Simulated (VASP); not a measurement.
Input of a VASP 6.6.1 run:

INCAR

```
PREC = Accurate
ENCUT = 520
EDIFF = 1E-7
ISMEAR = 0
SIGMA = 0.05
LREAL = F
LASPH = T
NELM = 80
ALGO = Normal
ISIF = 2
LWAVE = F
LCHARG = F
GGA = PE
IVDW = 12
NBANDS = 16
```

Contents of KPOINTS:

```
Automatic mesh
0
Gamma
  12 12 4
```

Contents of POSCAR:

```
BN
1.0
    2.3563464098      0.0000000000      0.0000000000
   -1.1781732049      2.0406558510      0.0000000000
    0.0000000000      0.0000000000      7.5221150347
B N
2 2
Direct
    0.3333333333      0.6666666667      0.2500000000
    0.6666666667      0.3333333333      0.7500000000
    0.3333333333      0.6666666667      0.7500000000
    0.6666666667      0.3333333333      0.2500000000
```

Potentials or basis: VASP PAW PBE potentials, release 64 (B, N).

Run with:

```console
$ cat potpaw_PBE.64/B/POTCAR potpaw_PBE.64/N/POTCAR > POTCAR
$ mpirun -np 1 vasp_std > vasp.out
```

Problem. What does it give for the band gap on the k mesh?

Solution. 4.47 eV, indirect (least direct gap 5.13 eV).

Problem. Predict the pressure.

Solution. 52.0 GPa.

Problem. What does it give for the dispersion energy per atom?

Solution. -0.134 eV.

Stress tensor (GPa, compression positive):
```
79.23  0.00  0.00
 0.00 79.23  0.00
 0.00  0.00 -2.37
```

 A k mesh can miss the band edges.
